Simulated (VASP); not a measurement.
Set up this calculation in VASP 6.6.1, as the native input.

```
Task                   : single point
Functional             : PBE
Potentials or basis    : VASP PAW PBE potentials, release 64 (Zn, S)
Cutoff                 : 520 eV
k mesh                 : 9 × 9 × 4
Occupations            : gaussian, width 0.05 eV
Spin                   : no spin polarisation
Dipole correction      : no
Further INCAR settings : ALGO = Normal; EDIFF = 1e-06; NBANDS = 46
```

The structure of ZnS lies in POSCAR:

```
ZnS
1.0
    3.8899147833      0.0000000000      0.0000000000
   -1.9449573916      3.3687650209      0.0000000000
    0.0000000000      0.0000000000     11.9821045071
Zn S
4 4
Direct
    0.0000000000      0.0000000000      0.0000492057
    0.0000000000      0.0000000000      0.5000492057
    0.3333333333      0.6666666667      0.2500242903
    0.6666666667      0.3333333333      0.7500242903
    0.0000000000      0.0000000000      0.1872905901
    0.0000000000      0.0000000000      0.6872905901
    0.3333333333      0.6666666667      0.4376359138
    0.6666666667      0.3333333333      0.9376359138
```

These files were run (other wordings do the same):

INCAR

```
SYSTEM = ZnS
PREC     = Accurate       ! precision mode
ENCUT    = 520            ! plane-wave cutoff, eV
EDIFF    = 1E-6           ! SCF threshold, eV
ISMEAR   = 0              ! smearing method
SIGMA    = 0.05           ! smearing width, eV
LREAL    = .False.        ! projectors in reciprocal space
LASPH    = .True.         ! aspherical terms in the spheres
NELM     = 80             ! most SCF steps
ALGO     = Normal         ! electronic algorithm
ISIF     = 2              ! what is computed and relaxed
LWAVE    = .False.        ! write WAVECAR
LCHARG   = .False.        ! write CHGCAR
GGA      = PE             ! functional
NBANDS   = 46             ! bands
```

KPOINTS

```
Automatic mesh
0
Gamma
  9 9 4
  0 0 0
```

Potentials or basis: VASP PAW PBE potentials, release 64 (Zn, S).

Command:

```sh
$ cat potpaw_PBE.64/Zn/POTCAR potpaw_PBE.64/S/POTCAR > POTCAR
$ mpirun -np 1 vasp_std > vasp.out
```

Results of the run:

| Property | Result |
| --- | --- |
| Pressure | 2.7 GPa |
| Largest force | 0.530 eV/Å |
| Band gap on the k mesh | 2.10 eV |

Caveat: the stress differs along the axes, from -0 to 9 GPa.

Run time: 5 min on 1 thread of Intel(R) Xeon(R) Platinum 8488C (Sapphire Rapids), on a shared host, peak memory 0.38 GiB.
